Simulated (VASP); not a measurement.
SiPd3Pt:

```
Si Pd Pt
1.0
     4.17458    0.00000    0.00000
    -2.08729    3.61529    0.00000
     0.00000    0.00000    4.80789
Si Pd Pt
1 3 1
Direct
  0.00000 0.00000 0.00000
  0.50000 0.00000 0.00000
  0.00000 0.50000 0.00000
  0.50000 0.50000 0.00000
  0.00000 0.00000 0.50000
```

The cell was built from a structure type or drawn by symmetry, and may not be a known phase.

```yaml
Program: VASP 6.6.1
Task: relaxation of cell and atoms
Functional: PBE
Potentials_or_basis: VASP PAW PBE potentials, release 64 (Si, Pd, Pt)
Cutoff: 600 eV
k_mesh: 6 × 6 × 4
Occupations: gaussian, width 0.1 eV
Spin: no spin polarisation
```

At the start: pressure 150.7 GPa; volume 14.51 Å³/atom.

Task: How do energy, volume and symmetry change on relaxing?

Result: Over 9 steps the energy falls by 3461.2 meV/atom and the volume is 20.66 Å³/atom (+42.4 %); space group P6/mmm (No. 191, to 0.1 Å) before and after.

The path:
```tsv
step	energy change (eV)	largest force (eV/Å)	pressure (GPa)	volume (Å³)
1	0.0000	0.0000	150.68	72.56
2	2.3088	0.0000	-27.31	282.39
3	-14.0500	0.0000	-13.64	148.36
4	-15.1320	0.0000	-13.83	137.64
5	-16.7967	0.0000	4.89	102.62
6	-16.9383	0.0000	-8.00	115.30
7	-17.0594	0.0000	-4.53	110.60
8	-17.0631	0.0000	-3.64	109.62
9	-17.3059	0.0000	0.22	103.31
```

Final structure:
```yaml
crystal:
  lattice:
    - [5.15503, 0.00000, 0.00000]
    - [-2.57752, 4.46439, 0.00000]
    - [0.00000, 0.00000, 4.48913]
  atoms:
    - { symbol: Si, position: [0.00000, 0.00000, 0.00000] }
    - { symbol: Pd, position: [0.50000, 0.00000, 0.00000] }
    - { symbol: Pd, position: [0.00000, 0.50000, 0.00000] }
    - { symbol: Pd, position: [0.50000, 0.50000, 0.00000] }
    - { symbol: Pt, position: [0.00000, 0.00000, 0.50000] }
```

Caveat: the volume moved by over 15 % at a fixed basis, so the end points are rough.
